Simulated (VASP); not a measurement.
Runs of VASP 6.6.1 on Na. The structure is that of space group Im-3m (No. 229), or close to it. The cells are those of the table. 

```csv
level,spin,cell,gap on the mesh (eV),pressure (GPa)
PBE,off,"a = 3.346 Å, angles 109.5°, 1 atom",none,(b)
PBEsol,off,"a = 2.744 Å, angles 109.5°, 1 atom",none,30.4
PBE,collinear,"a = 3.031 Å, angles 109.5°, 1 atom",none,(a)
PBE,off,"a = 2.744 Å, angles 109.5°, 1 atom",none,32.1
PBE,off,"a = 3.635 Å, angles 109.5°, 1 atom",none,0.0
```

Alike in all rows: task single point; potentials or basis VASP PAW PBE potentials, release 64 (Na_pv); k mesh 13 × 13 × 13; cutoff (eV) 520; smearing fermi-dirac 0.05 eV.

Problem. Fill in the values left out.

Solution. (a) 11.7; (b) 3.0.

Caveats: the cell stands under pressure (at least some runs); the PAW data sets were made with another functional, which shifts forces and pressure a little (at least some runs).

A gap of «none» marks levels without a gap at the run's occupations.
